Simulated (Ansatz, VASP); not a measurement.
**Two plane-wave programs on Fe2Pt**

```
Fe Pt
1.0
     2.61760    0.00000    0.00000
    -1.30880    2.26691    0.00000
     0.00000    0.00000    6.27685
Fe Pt
2 1
Direct
  0.33333 0.66667 0.64454
  0.66667 0.33333 0.35546
  0.00000 0.00000 0.00000
```

Alike in both runs: task single point; functional PBEsol; dispersion D4; k mesh 14 × 14 × 6; occupations fermi-dirac, width 0.1 eV; collinear spin.

```csv
,VASP,Ansatz
version,VASP 6.6.1,Ansatz 0.2.0
potentials or method,"VASP PAW PBE potentials, release 64 (Fe, Pt)","plane waves, PAW"
plane-wave cutoff (eV),520,420
valence electrons in the cell,26,50
```

Ansatz gave:

| Quantity | Value |
| --- | --- |
| gap on the k mesh at the Fermi level (eV) | none |
| net moment per atom (μB) | 1.80 |
| size of the moment on the site where the two differ most (μB) | 0.24 |

**Question.** What did VASP give for the same quantities?

**Answer.** gap on the k mesh at the Fermi level (eV): none; net moment per atom (μB): 1.81; size of the moment on the site where the two differ most (μB): 0.22.

VASP's potentials were made for PBE, not for PBEsol. Site moments also hang on the region over which each program counts them. A gap of «none» marks a metal or a gap that the smearing closes. VASP's potentials hold 26 valence electrons a cell and Ansatz's 50, so a difference there can come from the potentials and not from the codes.

Spin-orbit coupling is off throughout.
